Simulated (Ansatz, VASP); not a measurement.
# Cd2BiO2 in VASP and in Ansatz

The input INCAR:

```
SYSTEM = Cd2BiO2
  PREC = Accurate
  ENCUT = 520
  EDIFF = 1E-6
  ISMEAR = 0
  SIGMA = 0.1
  LREAL = .False.
  LASPH = .True.
  NELM = 60
  ALGO = Normal
  ISIF = 2
  LWAVE = .False.
  LCHARG = .False.
  GGA = PE
  NBANDS = 34
```

Contents of KPOINTS:

```
regular mesh
0
Gamma
  6 6 4
  0 0 0
```

POSCAR

```
Cd2BiO2
1.0
    4.8700737700      0.0000000000      0.0000000000
   -2.4350368800      4.2176076000      0.0000000000
    0.0000000000      0.0000000000      4.9507455800
Cd Bi O
2 1 2
Direct
    0.3333333300      0.6666666700      0.5000000000
    0.6666666700      0.3333333300      0.5000000000
    0.0000000000      0.0000000000      0.0000000000
    0.0000000000      0.0000000000      0.6779067700
    0.0000000000      0.0000000000      0.3220932300
```

Input for Ansatz:

```yaml
crystal:
  lattice:
    - [4.87007377, 0.0, 0.0]
    - [-2.43503688, 4.2176076, 0.0]
    - [0.0, 0.0, 4.95074558]
  atoms:
    - { symbol: Cd, position: [0.33333333, 0.66666667, 0.5] }
    - { symbol: Cd, position: [0.66666667, 0.33333333, 0.5] }
    - { symbol: Bi, position: [0.0, 0.0, 0.0] }
    - { symbol: O, position: [0.0, 0.0, 0.67790677] }
    - { symbol: O, position: [0.0, 0.0, 0.32209323] }
basis:
  ecutwfc: 420
kpoints:
  mp_grid: { grid: [6, 6, 4] }
hamiltonian:
  xc: pbe
scf:
  occupations: { method: gaussian, width: 0.1 }
  lower_state_search: "off"
output:
  forces: true
  stress: true
  eigenvalues: true
```

Alike in both runs: task single point; functional PBE; k mesh 6 × 6 × 4; occupations gaussian, width 0.1 eV; no spin polarisation.

|  | VASP | Ansatz |
| --- | --- | --- |
| version | VASP 6.6.1 | Ansatz 0.2.0 |
| potentials or method | VASP PAW PBE potentials, release 64 (Cd, Bi_d, O), cutoff 520 eV | scalar-relativistic, plane waves, PAW |
| valence electrons in the cell | 51 | 67 |

Ansatz gave:

| Property | Result |
| --- | --- |
| gap on the k mesh at the Fermi level (eV) | none |
| rms of the force components (eV/Å) | 6.014 |

Problem. Estimate VASP's values.

Solution. gap on the k mesh at the Fermi level (eV): none; rms of the force components (eV/Å): 5.442.

Atom by atom the forces differ by 0.573 eV/Å (rms over components). A gap of «none» marks a metal or a gap that the smearing closes. VASP's potentials hold 51 valence electrons a cell and Ansatz's 67, so a difference there can come from the potentials and not from the codes.

Spin-orbit coupling is off throughout.
